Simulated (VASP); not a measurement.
# Hf2C (I4/mcm) in VASP: further runs

Hf2C is run at these levels: PBEsol; tasks: relaxation of cell and atoms, single point.

Program: VASP 6.6.1. These are calculated values, not measurements. Logs are shortened: lines on timing, memory, paths and dates and some standing lists are left out, and cuts for length are marked.

**1. The cell of the first run**

The structure is tetragonal, space group I4/mcm (No. 140). The conventional cell has a = 5.827 Å, b = 5.827 Å, c = 5.061 Å, α = 90.00°, β = 90.00°, γ = 90.00°. Within 3.3 Å of Hf (site symmetry m2m) lie 4 C at 2.50 Å and 11 Hf at 2.83 to 3.23 Å. Within 3.3 Å of C (site symmetry 422) lie 8 Hf at 2.50 Å and 2 C at 2.53 Å.

**2. Relaxation of cell and atoms, PBEsol**

INCAR reads:

```
SYSTEM = Hf2C
ALGO = Normal
EDIFF = 1E-7
EDIFFG = -0.01
ENCUT = 600
GGA = PS
IBRION = 2
ISIF = 3
ISMEAR = 0
LASPH = .TRUE.
LCHARG = .FALSE.
LREAL = .FALSE.
LWAVE = .FALSE.
NELM = 60
NSW = 80
PREC = Accurate
SIGMA = 0.1
```

KPOINTS reads:

```
k-points
0
G
  10 10 10
  0 0 0
```

POSCAR reads:

```
Hf2C
1.0
   -2.9133774201      2.9133774201      2.5302929080
    2.9133774201     -2.9133774201      2.5302929080
    2.9133774201      2.9133774201     -2.5302929080
Hf C
4 2
Direct
    0.8281946126      0.6718053874      0.5000000000
    0.3281946126      0.8281946126      0.1563892253
    0.1718053874      0.3281946126      0.5000000000
    0.6718053874      0.1718053874      0.8436107747
    0.7500000000      0.7500000000      0.0000000000
    0.2500000000      0.2500000000      0.0000000000
```

Potentials or basis: VASP PAW PBE potentials, release 64 (Hf_pv, C).

On the command line:

```console
cat potpaw_PBE.64/Hf_pv/POTCAR potpaw_PBE.64/C/POTCAR > POTCAR
mpirun -np 1 vasp_std > vasp.out
```

OUTCAR:

```text
SYSTEM = Hf2C
   EDIFF = 1E-7
   EDIFFG = -0.01
   ENCUT = 600
   GGA = PS
   IBRION = 2
   ISIF = 3
   ISMEAR = 0
   LASPH = .TRUE.
   LREAL = .FALSE.
   NELM = 60
   NSW = 80
   PREC = Accurate

 ion  position               nearest neighbor table
   1  0.828  0.672  0.500-   6 2.50   5 2.50   5 2.50   6 2.50   3 2.83   3 2.84   3 2.84   4 3.05
                             2 3.05   4 3.05   2 3.05   2 3.23   4 3.23   4 3.23   2 3.23
   2  0.328  0.828  0.156-   6 2.50   5 2.50   5 2.50   6 2.50   4 2.83   4 2.84   4 2.84   1 3.05
                             3 3.05   1 3.05   3 3.05   1 3.23   3 3.23   1 3.23   3 3.23
   3  0.172  0.328  0.500-   5 2.50   6 2.50   6 2.50   5 2.50   1 2.83   1 2.84   1 2.84   2 3.05
                             4 3.05   2 3.05   4 3.05   4 3.23   2 3.23   4 3.23   2 3.23
   4  0.672  0.172  0.844-   6 2.50   5 2.50   5 2.50   6 2.50   2 2.83   2 2.84   2 2.84   1 3.05
                             3 3.05   1 3.05   3 3.05   3 3.23   1 3.23   1 3.23   3 3.23
   5  0.750  0.750  0.000-   2 2.50   4 2.50   1 2.50   1 2.50   3 2.50   3 2.50   4 2.50   2 2.50

   6  0.250  0.250  0.000-   2 2.50   4 2.50   3 2.50   3 2.50   1 2.50   1 2.50   4 2.50   2 2.50

  LATTYP: Found a body centered tetragonal cell.
 ALAT       =     5.8267548402
 C/A-ratio  =     0.8685084502

  Lattice vectors:

 A1 = (  -2.9133774201,   2.9133774201,   2.5302929080)
 A2 = (   2.9133774201,  -2.9133774201,   2.5302929080)
 A3 = (   2.9133774201,   2.9133774201,  -2.5302929080)

Analysis of symmetry for initial positions (statically):
=====================================================================
 Subroutine PRICEL returns:
 Original cell was already a primitive cell.

 Routine SETGRP: Setting up the symmetry group for a
 body centered tetragonal supercell.

 Subroutine GETGRP returns: Found 16 space group operations
 (whereof  8 operations were pure point group operations)
 out of a pool of 16 trial point group operations.

The static configuration has the point symmetry C_4h.
 The point group associated with its full space group is D_4h.

Analysis of symmetry for dynamics (positions and initial velocities):
=====================================================================
 Subroutine PRICEL returns:
 Original cell was already a primitive cell.

 Routine SETGRP: Setting up the symmetry group for a
 body centered tetragonal supercell.

 Subroutine GETGRP returns: Found 16 space group operations
 (whereof  8 operations were pure point group operations)
 out of a pool of 16 trial point group operations.

The dynamic configuration has the point symmetry C_4h.
 The point group associated with its full space group is D_4h.

 Subroutine INISYM returns: Found 16 space group operations
[... 111 lines left out ...]
   ISIF   =      3    stress and relaxation
   ISYM   =      2    0-nonsym 1-usesym 2-fastsym
   POTIM  = 0.5000    time-step for ionic-motion
   TEBEG  =    0.0;   TEEND  =   0.0 temperature during run
   PSTRESS=    0.0 pullay stress
   NELECT =      48.0000    total number of electrons
   NUPDOWN=      -1.0000    fix difference up-down
   EMIN   =  10.00;   EMAX   =-10.00  energy-range for DOS
   EFERMI =   0.00;   METHOD = LEGACY
   ISMEAR =     0;   SIGMA  =   0.10  broadening in eV -4-tet -1-fermi 0-gaus
   EFERMI_NEDOS =   21; number of points for ismear=-14 and -15
   IALGO  =     38    algorithm
   IMIX   =      4    mixing-type and parameters
     AMIX     =   0.40;   BMIX     =  1.00
     AMIX_MAG =   1.60;   BMIX_MAG =  1.00
  volume/ion in A,a.u.               =      14.32        96.62
  Fermi-wavevector in a.u.,A,eV,Ry     =   1.348385  2.548078 24.737314  1.818141
  Thomas-Fermi vector in A             =   2.476058
   LORBIT       =      0    0 simple, 1 ext, 2 COOP (PROOUT), +10 PAW based schemes
   GGA     = PS    functional components
   LHFCALC =     F    Hartree Fock is set to
   AEXX    =    0.0000 exact exchange contribution
   IVDW    =     0    specifies the selected vdW correction
   LEPSILON=     F    determine dielectric tensor
   LRPA    =     F    only Hartree local field effects (RPA)
 conjugate gradient relaxation of ions
 non-spin polarized calculation
 Gauss-broadening in eV      SIGMA  =   0.10
  energy-cutoff  :      600.00
  volume of cell :       85.91
 maximum number of plane-waves:      2893
   NGX = 19   NGY = 19   NGZ = 19

--------------------------------------- Ionic step        1  -------------------------------------------

 number of electron      48.0000000 magnetization

 Free energy of the ion-electron system (eV)
  ---------------------------------------------------
  ext. energy  EPLUGINS =         0.00000000
  ---------------------------------------------------
  free energy    TOTEN  =       -62.98252752 eV

  energy without entropy =      -62.97160155  energy(sigma->0) =      -62.97706453

------------------------ aborting loop because EDIFF is reached ----------------------------------------

  FORCE on cell =-STRESS in cart. coord.  units (eV):
  Direction    XX          YY          ZZ          XY          YZ          ZX
  --------------------------------------------------------------------------------------
  -------------------------------------------------------------------------------------
  Total       -0.6954765     -0.6954765     -0.6228917      0.0000000     -0.0000000      0.0000000
  in kB      -12.9708586    -12.9708586    -11.6171288      0.0000000     -0.0000000      0.0000000
  external PRESSURE =     -12.5196153 kB  Pullay stress =       0.0000000 kB
[... 107 lines left out ...]
--------------------------------------- Ionic step        4  -------------------------------------------

 number of electron      48.0000000 magnetization

 Free energy of the ion-electron system (eV)
  ---------------------------------------------------
  ext. energy  EPLUGINS =         0.00000000
  ---------------------------------------------------
  free energy    TOTEN  =       -62.98533770 eV

  energy without entropy =      -62.97442400  energy(sigma->0) =      -62.97988085

 E-fermi :   6.0137     XC(G=0): -12.5421

 val. band max:        5.9942397121   @ k =  -0.3000  -0.4000   0.2000
 cond. band min:       6.0137920951   @ k =   0.3000   0.2000   0.1000
 fundamental gap:      0.0195523830
 Fermi energy:         6.0137352516

 k-point     1 :       0.0000    0.0000    0.0000
  band No.  band energies     occupation
      1     -24.1860      2.00000
      2     -24.1370      2.00000
      3     -24.1370      2.00000
      4     -23.9544      2.00000
      5     -23.9544      2.00000
      6     -23.8007      2.00000
[... 733 lines left out ...]
     27       8.0757      0.00000
     28       8.6258      0.00000

 [... further k-points ...]
[... 5 lines left out ...]
  --------------------------------------------------------------------------------------
  -------------------------------------------------------------------------------------
  Total        0.0233274      0.0233274     -0.0366899      0.0000000     -0.0000000      0.0000000
  in kB        0.4380584      0.4380584     -0.6889891      0.0000000     -0.0000000      0.0000000
  external PRESSURE =       0.0623759 kB  Pullay stress =       0.0000000 kB
[... 21 lines left out ...]
  FREE ENERGIE OF THE ION-ELECTRON SYSTEM (eV)
  ---------------------------------------------------
  free  energy   TOTEN  =       -62.9853377021 eV

  energy  without entropy=      -62.9744239964  energy(sigma->0) =      -62.97988085

 reached required accuracy - stopping structural energy minimisation
```

Run time: 6 min. Hardware: 1 thread of Intel Xeon 6975P-C (Granite Rapids), shared host; peak memory 0.41 GiB.

What came out:

| Property | Result |
| --- | --- |
| Free energy | -62.9853 eV |
| Relaxed volume | 14.22 Å³/atom |
| Relaxed cell | a = 4.824 Å, b = 4.824 Å, c = 4.824 Å, α = 105.89°, β = 105.89°, γ = 116.91° |
| Space group after relaxing (to 0.1 Å) | I4/mcm (No. 140) |
| Energy gained by relaxing | 0.5 meV/atom |
| Ionic steps | 4 |
| Pressure after relaxing | 0.0 GPa |
| Largest force after relaxing | 0.006 eV/Å |
| Band gap on the k mesh | zero (bands 24 and 25 overlap by 1.09 eV) |

Forces on the atoms (eV/Å):
```
Hf  -0.004  0.004  0.000
Hf   0.004  0.004  0.000
Hf   0.004 -0.004  0.000
Hf  -0.004 -0.004  0.000
C    0.000  0.000  0.000
C    0.000  0.000  0.000
```

The path:
```csv
step,energy change (eV),largest force (eV/Å),pressure (GPa),volume (Å³)
1,0.0000,0.0668,-1.25,85.91
2,0.0019,0.0181,1.85,84.52
3,-0.0026,0.0462,0.06,85.31
4,-0.0028,0.0063,0.01,85.32
```

Final structure:
```
CELL_PARAMETERS angstrom
-2.90706 2.90706 2.52393
2.90706 -2.90706 2.52393
2.90706 2.90706 -2.52393
ATOMIC_POSITIONS crystal
Hf 0.82862 0.67138 0.50000
Hf 0.32862 0.82862 0.15723
Hf 0.17138 0.32862 0.50000
Hf 0.67138 0.17138 0.84277
C 0.75000 0.75000 0.00000
C 0.25000 0.25000 0.00000
```

Caveat: the PAW data sets were made with another functional, which shifts forces and pressure a little; spin-orbit coupling is left out, which moves the levels of the heavy elements.

**3. Single point, PBEsol**

INCAR reads:

```
SYSTEM = Hf2C
ALGO = Normal ; EDIFF = 1E-6
ENCUT = 520 ; GGA = PS
ISIF = 2 ; ISMEAR = 0
LASPH = .TRUE. ; LCHARG = .FALSE.
LREAL = .FALSE. ; LWAVE = .FALSE.
NBANDS = 33 ; NELM = 80
PREC = Accurate ; SIGMA = 0.1
```

KPOINTS reads:

```
k-points
0
G
  6 6 6
  0 0 0
```

POSCAR is that of step 2.

Potentials or basis: VASP PAW PBE potentials, release 64 (Hf_pv, C).

On the command line:

```console
cat potpaw_PBE.64/Hf_pv/POTCAR potpaw_PBE.64/C/POTCAR > POTCAR
mpirun -np 1 vasp_std > vasp.out
```

It took 46 s on 1 thread of Intel Xeon 6975P-C (Granite Rapids), shared host; peak memory 0.24 GiB.

It converged, with:

- Free energy: -62.9768 eV
- Pressure: -1.0 GPa
- Largest force: 0.021 eV/Å
- Band gap on the k mesh: zero (bands 24 and 25 overlap by 0.85 eV)

Forces in eV/Å, atoms in the order of the input:
```
Hf  -0.015  0.015  0.000
Hf   0.015  0.015  0.000
Hf   0.015 -0.015  0.000
Hf  -0.015 -0.015  0.000
C    0.000  0.000  0.000
C    0.000  0.000  0.000
```

Stress tensor (GPa, compression positive):
```
-1.10  0.00  0.00
 0.00 -1.10  0.00
 0.00  0.00 -0.81
```

Levels at points of the mesh, in eV from the Fermi level:
```
           k point  band 22  band 23  band 24  band 25  band 26  band 27
(0.00, 0.00, 0.00)    -1.08    -1.08    -0.03     1.19     1.64     3.13
(0.50, 0.00, 0.00)    -1.17    -0.84    -0.84     0.57     0.57     2.19
(0.50, 0.50, 0.00)    -1.22    -0.89    -0.18     0.92     2.35     2.58
(0.50, 0.50, 0.50)     0.09     0.57     0.57     0.92     1.08     1.83
```

Caveat: the PAW data sets were made with another functional, which shifts forces and pressure a little; spin-orbit coupling is left out, which moves the levels of the heavy elements.

[end of part 1 of 2]
